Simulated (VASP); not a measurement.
Write the native input for VASP 6.6.1 that does the following.

```
Task                   : single point
Functional             : PBEsol
Potentials or basis    : VASP PAW PBE potentials, release 64 (Zn)
Cutoff                 : 520 eV
k mesh                 : 12 × 12 × 12
Occupations            : fermi-dirac, width 0.05 eV
Spin                   : no spin polarisation
Dipole correction      : no
Further INCAR settings : ALGO = Normal; EDIFF = 1e-06; NBANDS = 12
```

The structure of Zn lies in POSCAR:

```
Zn
1.0
   -1.5998102441      1.5998102441      1.5998102441
    1.5998102441     -1.5998102441      1.5998102441
    1.5998102441      1.5998102441     -1.5998102441
Zn
1
Direct
    0.0000000000      0.0000000000      0.0000000000
```

One way to write it, as run:

INCAR

```
SYSTEM = Zn
PREC     = Accurate       ! precision mode
ENCUT    = 520            ! plane-wave cutoff, eV
EDIFF    = 1E-6           ! SCF threshold, eV
ISMEAR   = -1             ! smearing method
SIGMA    = 0.05           ! smearing width, eV
LREAL    = .FALSE.        ! projectors in reciprocal space
LASPH    = .TRUE.         ! aspherical terms in the spheres
NELM     = 80             ! most SCF steps
ALGO     = Normal         ! electronic algorithm
ISIF     = 2              ! what is computed and relaxed
LWAVE    = .FALSE.        ! write WAVECAR
LCHARG   = .FALSE.        ! write CHGCAR
GGA      = PS             ! functional
NBANDS   = 12             ! bands
```

KPOINTS

```
Automatic mesh
0
G
  12 12 12
  0 0 0
```

Potentials or basis: VASP PAW PBE potentials, release 64 (Zn).

Run with:

```sh
$ cat potpaw_PBE.64/Zn/POTCAR > POTCAR
$ mpirun -np 1 vasp_std > vasp.out
```

Results of the run:

```yaml
Pressure: -7.4 GPa
Band_gap_on_the_k_mesh: zero (band 6 reaches 6.58 eV, above the bottom of band 7 at 1.41 eV)
```

Caveat: the PAW data sets were made with another functional, which shifts forces and pressure a little.

Wall time 16 s on 1 thread of Intel Xeon 8259CL, with other jobs on the host, peak memory 0.14 GiB.
